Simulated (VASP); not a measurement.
Runs of VASP 6.6.1 on Hf. The structure is that of space group Fm-3m (No. 225), or close to it. The cells are those of the table. 

| level | potentials or basis | cell | gap on the mesh (eV) | pressure (GPa) |
| --- | --- | --- | --- | --- |
| PBEsol | VASP PAW PBE potentials, release 64 (Hf_pv) | a = 3.124 Å, angles 60.0°, 1 atom | none | -0.4 |
| PBEsol | VASP PAW PBE potentials, release 64 (Hf_pv) | a = 3.185 Å, angles 60.0°, 1 atom | none | -6.1 |
| PBEsol | VASP PAW PBE potentials, release 64 (Hf_pv) | a = 3.267 Å, angles 60.0°, 1 atom | none | -11.8 |
| LDA | VASP PAW LDA potentials, release 64 (Hf_pv) | a = 3.210 Å, angles 60.0°, 1 atom | none | -11.4 |
| PBEsol | VASP PAW PBE potentials, release 64 (Hf_pv) | a = 3.126 Å, angles 60.0°, 1 atom | none | (c) |
| PBEsol | VASP PAW PBE potentials, release 64 (Hf_pv) | a = 3.155 Å, angles 60.0°, 1 atom | none | (b) |
| PBEsol | VASP PAW PBE potentials, release 64 (Hf_pv) | a = 3.289 Å, angles 60.0°, 1 atom | none | -13.2 |
| PBEsol | VASP PAW PBE potentials, release 64 (Hf_pv) | a = 3.015 Å, angles 60.0°, 1 atom | none | (a) |

Alike in all rows: task single point; no spin polarisation; k mesh 16 × 16 × 16; cutoff (eV) 520; smearing gaussian 0.1 eV.

Task: Fill in the values left out.

Result: (a) 13.3; (b) -3.4; (c) -0.7.

Caveats: spin-orbit coupling is left out, which moves the levels of the heavy elements; the PAW data sets were made with another functional, which shifts forces and pressure a little (some runs).

A k mesh can miss the band edges, and the runs leave out spin-orbit coupling on Hf.

A gap of «none» marks levels without a gap at the run's occupations.
